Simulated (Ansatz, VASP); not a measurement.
C: VASP beside Ansatz

INCAR

```
SYSTEM = C
ALGO = Normal
EDIFF = 1E-6
ENCUT = 520
GGA = PE
ISIF = 2
ISMEAR = -1
LASPH = .True.
LCHARG = .False.
LREAL = .False.
LWAVE = .False.
NBANDS = 8
NELM = 80
PREC = Accurate
SIGMA = 0.1
```

KPOINTS

```
k-points
0
Gamma
  22 22 22
  0 0 0
```

Contents of POSCAR:

```
C
1.0
    0.0000000000      1.4874476798      1.4874476798
    1.4874476798      0.0000000000      1.4874476798
    1.4874476798      1.4874476798      0.0000000000
C
1
Direct
    0.0000000000      0.0000000000      0.0000000000
```

Input for Ansatz:

```yaml
crystal:
  lattice:
    - [0.0, 1.4874476798, 1.4874476798]
    - [1.4874476798, 0.0, 1.4874476798]
    - [1.4874476798, 1.4874476798, 0.0]
  atoms:
    - { symbol: C, position: [0.0, 0.0, 0.0] }
kpoints:
  mp_grid: { grid: [22, 22, 22] }
  band_path:
    path:
      - [0.0, 0.0, 0.0]
      - [0.5, 0.0, 0.5]
      - [0.625, 0.25, 0.625]
      - [0.375, 0.375, 0.75]
      - [0.0, 0.0, 0.0]
      - [0.5, 0.5, 0.5]
      - [0.5, 0.25, 0.75]
      - [0.5, 0.0, 0.5]
    npoints: 8
scf:
  occupations: { method: fermi_dirac, width: 0.1 }
hamiltonian:
  xc: pbe
  pseudopotentials: { kind: paw }
output:
  forces: true
  stress: true
  eigenvalues: true
  populations: true
  dos: { projected: true, de: 0.2, e_range: [-14, 8] }
```

Change from the starting cell: volume scaled by 0.9, PAW files.

Alike in both runs: task single point; functional PBE; k mesh 22 × 22 × 22; occupations fermi-dirac, width 0.1 eV; no spin polarisation.

|  | VASP | Ansatz |
| --- | --- | --- |
| version | VASP 6.6.1 | Ansatz 0.2.0 |
| potentials or method | VASP PAW PBE potentials, release 64 (C) | PAW with Ansatz's default frozen-core files, scalar-relativistic |
| plane-wave cutoff (eV) | 520 | 420 |
| valence electrons in the cell | 4 | 4 |

|  | VASP | Ansatz | Ansatz less VASP |
| --- | --- | --- | --- |
| pressure (GPa) | 19.2 | 19.0 | -0.17 |

With one functional, cell and mesh, what is left measures potentials, basis and numerics.
